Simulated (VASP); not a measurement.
Input of a VASP 6.6.1 run:

The input INCAR:

```
SYSTEM = TbGa2O3
  ALGO = Normal
  EDIFF = 1E-6
  ENCUT = 600
  GGA = PE
  GGA_COMPAT = .False.
  ISIF = 2
  ISMEAR = 0
  LASPH = .True.
  LCHARG = .False.
  LMAXMIX = 6
  LREAL = .False.
  LWAVE = .False.
  NBANDS = 36
  NELM = 200
  PREC = Accurate
  SIGMA = 0.1
```

Contents of KPOINTS:

```
k-points
0
Gamma
  10 10 4
  0 0 0
```

The input POSCAR:

```
TbGa2O3
1.0
    3.1785086386      0.0000000000      0.0000000000
    0.0000000000      3.1785086386      0.0000000000
    0.0000000000      0.0000000000      8.2554460395
Tb Ga O
1 2 3
Direct
    0.5000000000      0.5000000000      0.5000000000
    0.0000000000      0.0000000000      0.1557556236
    0.0000000000      0.0000000000      0.8442443764
    0.5000000000      0.5000000000      0.2194785236
    0.5000000000      0.5000000000      0.7805214764
    0.0000000000      0.0000000000      0.5000000000
```

Potentials or basis: VASP PAW PBE potentials, release 64 (Tb_3, Ga_d, O), 4f in core.

The run is started by

```console
$ cat potpaw_PBE.64/Tb_3/POTCAR potpaw_PBE.64/Ga_d/POTCAR potpaw_PBE.64/O/POTCAR > POTCAR
$ mpirun -np 1 vasp_std > vasp.out
```

Task: Estimate the pressure.

Result: 3.5 GPa.

Task: What does it give for the band gap on the k mesh?

Result: Zero (an odd number of electrons rules out a gap without spin polarisation).

Task: Predict the largest force.

Result: 0.023 eV/Å.

Stress tensor (GPa, compression positive):
```
3.64 0.00 0.00
0.00 3.64 0.00
0.00 0.00 3.11
```

Caveat: the cell stands under pressure; spin-orbit coupling is left out, which moves the levels of the heavy elements; the 4f electrons are frozen in the core, so they carry no moment and show no levels; an odd number of electrons without spin polarisation forces a metal; a magnetic or distorted state may lie lower; the run has no spin polarisation, though such a crystal can be magnetic. With open d or f shells a metallic result of PBE can be an artefact of self-interaction; +U or a hybrid may open a gap.
